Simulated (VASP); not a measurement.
# Tl (Fd-3m) in VASP: further runs, part 2 of 2

VASP 6.6.1.

## (3) Single point, LDA

This run uses another cell than the first one, of 40.57 Å³/atom, 1.060 times its volume.

INCAR

```
ALGO = Normal
EDIFF = 1E-6
ENCUT = 520
ISIF = 2
ISMEAR = -1
LASPH = True
LCHARG = False
LREAL = False
LWAVE = False
NBANDS = 20
NELM = 60
PREC = Accurate
SIGMA = 0.05
```

KPOINTS

```
k-points
0
Gamma
  11 11 11
```

POSCAR

```
Tl
1.0
    0.0000000000      3.4361309697      3.4361309697
    3.4361309697      0.0000000000      3.4361309697
    3.4361309697      3.4361309697      0.0000000000
Tl
2
Direct
   -0.1250000000     -0.1250000000     -0.1250000000
    0.1250000000      0.1250000000      0.1250000000
```

Potentials or basis: VASP PAW LDA potentials, release 64 (Tl_d).

Launch:

```console
$ cat potpaw_LDA.64/Tl_d/POTCAR > POTCAR
$ mpirun -np 1 vasp_std > vasp.out
```

OUTCAR:

```text
EDIFF = 1E-6
   ENCUT = 520
   ISIF = 2
   ISMEAR = -1
   LASPH = True
   LREAL = False
   NELM = 60
   PREC = Accurate

 ion  position               nearest neighbor table
   1  0.875  0.875  0.875-   2 2.98   2 2.98   2 2.98   2 2.98
   2  0.125  0.125  0.125-   1 2.98   1 2.98   1 2.98   1 2.98

  LATTYP: Found a face centered cubic cell.
 ALAT       =     6.8722619394

  Lattice vectors:

 A1 = (   0.0000000000,   3.4361309697,   3.4361309697)
 A2 = (   3.4361309697,   0.0000000000,   3.4361309697)
 A3 = (   3.4361309697,   3.4361309697,   0.0000000000)

Analysis of symmetry for initial positions (statically):
=====================================================================
 Subroutine PRICEL returns:
 Original cell was already a primitive cell.

 Routine SETGRP: Setting up the symmetry group for a
 face centered cubic supercell.

 Subroutine GETGRP returns: Found 48 space group operations
 (whereof 12 operations were pure point group operations)
 out of a pool of 48 trial point group operations.

The static configuration has the point symmetry D_3d.
 The point group associated with its full space group is O_h .

Analysis of symmetry for dynamics (positions and initial velocities):
=====================================================================
 Subroutine PRICEL returns:
 Original cell was already a primitive cell.

 Routine SETGRP: Setting up the symmetry group for a
 face centered cubic supercell.

 Subroutine GETGRP returns: Found 48 space group operations
 (whereof 12 operations were pure point group operations)
 out of a pool of 48 trial point group operations.

The dynamic configuration has the point symmetry D_3d.
 The point group associated with its full space group is O_h .

 Subroutine INISYM returns: Found 48 space group operations
 (whereof 12 operations are pure point group operations),
 and found     1 'primitive' translations

----------------------------------------------------------------------------------------

                                     Primitive cell

  volume of cell :      81.1408

  direct lattice vectors                    reciprocal lattice vectors
     0.000000000  3.436130970  3.436130970    -0.145512498  0.145512498  0.145512498
     3.436130970  0.000000000  3.436130970     0.145512498 -0.145512498  0.145512498
     3.436130970  3.436130970  0.000000000     0.145512498  0.145512498 -0.145512498

  length of vectors
     4.859423019  4.859423019  4.859423019     0.252035039  0.252035039  0.252035039

  position of ions in fractional coordinates (direct lattice)
     0.875000000  0.875000000  0.875000000
     0.125000000  0.125000000  0.125000000

  ion indices of the primitive-cell ions
   primitive index   ion index
                 1           1
                 2           2

----------------------------------------------------------------------------------------

 KPOINTS: k-points

Automatic generation of k-mesh.
 Grid dimensions read from file:
 generate k-points for:   11   11   11

 Generating k-lattice:

  Cartesian coordinates                     Fractional coordinates (reciprocal lattice)
    -0.013228409  0.013228409  0.013228409     0.090909091  0.000000000  0.000000000
     0.013228409 -0.013228409  0.013228409     0.000000000  0.090909091  0.000000000
     0.013228409  0.013228409 -0.013228409     0.000000000  0.000000000  0.090909091

  Length of vectors
     0.022912276  0.022912276  0.022912276

  Shift w.r.t. Gamma in fractional coordinates (k-lattice)
     0.000000000  0.000000000  0.000000000

 Subroutine IBZKPT returns following result:
 ===========================================

 Found     56 irreducible k-points:

 Following reciprocal coordinates:
            Coordinates               Weight
  0.000000  0.000000  0.000000      1.000000
  0.090909  0.000000  0.000000      8.000000
  0.181818  0.000000  0.000000      8.000000
  0.272727  0.000000  0.000000      8.000000
  0.363636  0.000000  0.000000      8.000000
  0.454545  0.000000  0.000000      8.000000
[... 16 lines left out ...]
 -0.272727  0.181818  0.000000     24.000000
 -0.181818  0.181818  0.000000     12.000000
 [... further k-points ...]
   k-points           NKPTS =     56   k-points in BZ     NKDIM =     56   number of bands    NBANDS=     20
   number of dos      NEDOS =    301   number of ions     NIONS =      2
   total plane-waves  NPLWV =  46656
   dimension x,y,z NGX =    36 NGY =   36 NGZ =   36
   dimension x,y,z NGXF=    72 NGYF=   72 NGZF=   72
   ions per type =               2
   NGX,Y,Z   is equivalent  to a cutoff of  12.32, 12.32, 12.32 a.u.
   NGXF,Y,Z  is equivalent  to a cutoff of  24.63, 24.63, 24.63 a.u.
 SYSTEM =  unknown system
   PREC   = accura    normal or accurate (medium, high low for compatibility)
   ISTART =      0    job   : 0-new  1-cont  2-samecut
   ICHARG =      2    charge: 1-file 2-atom 10-const
   ISPIN  =      1    spin polarized calculation?
   LNONCOLLINEAR =      F non collinear calculations
   LSORBIT =      F    spin-orbit coupling
   LASPH  =      T    aspherical Exc in radial PAW
   ENCUT  =  520.0 eV  38.22 Ry    6.18 a.u.   9.04  9.04  9.04*2*pi/ulx,y,z
   NELM   =     60;   NELMIN=  2; NELMDL= -5     # of ELM steps
   EDIFF  = 0.1E-05   stopping-criterion for ELM
   LREAL  =      F    real-space projection
   EDIFFG = 0.1E-04   stopping-criterion for IOM
   NSW    =      0    number of steps for IOM
   IBRION =     -1    ionic relax: 0-MD 1-quasi-New 2-CG
   NFREE  =      0    steps in history (QN), initial steepest desc. (CG)
   ISIF   =      2    stress and relaxation
   ISYM   =      2    0-nonsym 1-usesym 2-fastsym
   POTIM  = 0.5000    time-step for ionic-motion
   TEBEG  =    0.0;   TEEND  =   0.0 temperature during run
   PSTRESS=    0.0 pullay stress
   NELECT =      26.0000    total number of electrons
   NUPDOWN=      -1.0000    fix difference up-down
   EMIN   =  10.00;   EMAX   =-10.00  energy-range for DOS
   EFERMI =   0.00;   METHOD = LEGACY
   ISMEAR =    -1;   SIGMA  =   0.05  broadening in eV -4-tet -1-fermi 0-gaus
   EFERMI_NEDOS =   21; number of points for ismear=-14 and -15
   IALGO  =     38    algorithm
   IMIX   =      4    mixing-type and parameters
     AMIX     =   0.40;   BMIX     =  1.00
     AMIX_MAG =   1.60;   BMIX_MAG =  1.00
  volume/ion in A,a.u.               =      40.57       273.78
  Fermi-wavevector in a.u.,A,eV,Ry     =   1.120262  2.116988 17.075132  1.254987
  Thomas-Fermi vector in A             =   2.256907
   LORBIT       =      0    0 simple, 1 ext, 2 COOP (PROOUT), +10 PAW based schemes
   GGA     = CA    functional components
   LHFCALC =     F    Hartree Fock is set to
   AEXX    =    0.0000 exact exchange contribution
   IVDW    =     0    specifies the selected vdW correction
   LEPSILON=     F    determine dielectric tensor
   LRPA    =     F    only Hartree local field effects (RPA)
 non-spin polarized calculation
  energy-cutoff  :      520.00
  volume of cell :       81.14
 maximum number of plane-waves:      2203
   NGX = 19   NGY = 19   NGZ = 19

 number of electron      25.9999995 magnetization

 Free energy of the ion-electron system (eV)
  ---------------------------------------------------
  ext. energy  EPLUGINS =         0.00000000
  ---------------------------------------------------
  free energy    TOTEN  =        -4.96017482 eV

  energy without entropy =       -4.94519107  energy(sigma->0) =       -4.95268295

 E-fermi :   3.0469     XC(G=0):  -8.6069

 val. band max:        3.0316808617   @ k =   0.3636   0.2727   0.0909
 cond. band min:       3.0506609368   @ k =   0.3636   0.1818   0.0909
 fundamental gap:      0.0189800751
 Fermi energy:         3.0469178892

 k-point     1 :       0.0000    0.0000    0.0000
  band No.  band energies     occupation
      1      -8.8092      2.00000
      2      -8.8092      2.00000
      3      -8.8092      2.00000
      4      -8.7192      2.00000
      5      -8.7192      2.00000
      6      -8.0862      2.00000
[... 12 lines left out ...]
     19       8.1638      0.00000
     20      11.8323      0.00000

 k-point     2 :       0.0909    0.0000    0.0000
  band No.  band energies     occupation
      1      -8.8254      2.00000
      2      -8.8254      2.00000
      3      -8.8081      2.00000
      4      -8.6966      2.00000
      5      -8.6966      2.00000
      6      -8.1003      2.00000
[... 498 lines left out ...]
 k-point    24 :      -0.1818    0.1818    0.0000
  band No.  band energies     occupation
      1      -8.8925      2.00000
      2      -8.8759      2.00000
      3      -8.7742      2.00000
      4      -8.6320      2.00000
      5      -8.5611      2.00000
      6      -8.2348      2.00000
[... 12 lines left out ...]
     19      10.7556      0.00000
     20      11.3098      0.00000

 [... further k-points ...]
[... 5 lines left out ...]
  --------------------------------------------------------------------------------------
  -------------------------------------------------------------------------------------
  Total       -0.6155206     -0.6155206     -0.6155206      0.0000000      0.0000000      0.0000000
  in kB      -12.1538550    -12.1538550    -12.1538550      0.0000000      0.0000000      0.0000000
  external PRESSURE =     -12.1538550 kB  Pullay stress =       0.0000000 kB

 VOLUME and BASIS-vectors are now :
 -----------------------------------------------------------------------------
  energy-cutoff  :      520.00
  volume of cell :       81.14
      direct lattice vectors                 reciprocal lattice vectors
     0.000000000  3.436130970  3.436130970    -0.145512498  0.145512498  0.145512498
     3.436130970  0.000000000  3.436130970     0.145512498 -0.145512498  0.145512498
     3.436130970  3.436130970  0.000000000     0.145512498  0.145512498 -0.145512498

 POSITION                                       TOTAL-FORCE (eV/Angst)
 -----------------------------------------------------------------------------------
      6.01323      6.01323      6.01323         0.000000      0.000000      0.000000
      0.85903      0.85903      0.85903        -0.000000     -0.000000     -0.000000
 -----------------------------------------------------------------------------------
    total drift:                                0.000000      0.000000      0.000000

  FREE ENERGIE OF THE ION-ELECTRON SYSTEM (eV)
  ---------------------------------------------------
  free  energy   TOTEN  =        -4.9601748247 eV

  energy  without entropy=       -4.9451910685  energy(sigma->0) =       -4.95268295
```

OSZICAR:

```text
N       E                     dE             d eps       ncg     rms          rms(c)
DAV:   1     0.123799723222E+03    0.12380E+03   -0.13591E+04  2248   0.117E+03
DAV:   2    -0.249457188433E+01   -0.12629E+03   -0.12410E+03  2432   0.256E+02
DAV:   3    -0.498689028872E+01   -0.24923E+01   -0.24721E+01  2580   0.316E+01
DAV:   4    -0.501116714674E+01   -0.24277E-01   -0.24274E-01  2512   0.314E+00
DAV:   5    -0.501174840128E+01   -0.58125E-03   -0.58125E-03  2564   0.452E-01    0.301E+00
DAV:   6    -0.496927916369E+01    0.42469E-01   -0.73482E-02  2432   0.205E+00    0.207E+00
DAV:   7    -0.496087179139E+01    0.84074E-02   -0.27899E-02  2424   0.126E+00    0.736E-01
DAV:   8    -0.496016962334E+01    0.70217E-03   -0.24878E-03  2344   0.355E-01    0.425E-02
DAV:   9    -0.496017334096E+01   -0.37176E-05   -0.34128E-05  2528   0.419E-02    0.172E-02
DAV:  10    -0.496017482337E+01   -0.14824E-05   -0.33218E-06  1980   0.125E-02    0.254E-03
DAV:  11    -0.496017482473E+01   -0.13611E-08   -0.22805E-07  1320   0.391E-03
   1 F= -.49601748E+01 E0= -.49526829E+01  d E =-.149838E-01
```

It took 20 s on 1 thread of Intel Xeon 6975P-C (Granite Rapids), shared host; peak memory 0.21 GiB.

What came out:

- Free energy: -4.9602 eV
- Pressure: -1.2 GPa
- Band gap on the k mesh: zero (band 13 reaches 5.51 eV, above the bottom of band 14 at 2.38 eV)

Levels at points of the mesh, in eV from the Fermi level:
```
           k point  band 9  band 10  band 11  band 12  band 13  band 14  band 15  band 16  band 17  band 18
(0.00, 0.00, 0.00)  -11.03   -11.03    -9.00    -0.73     2.46     2.46     2.46     4.14     4.14     4.14
```

Caveat: spin-orbit coupling is left out, which moves the levels of the heavy elements.
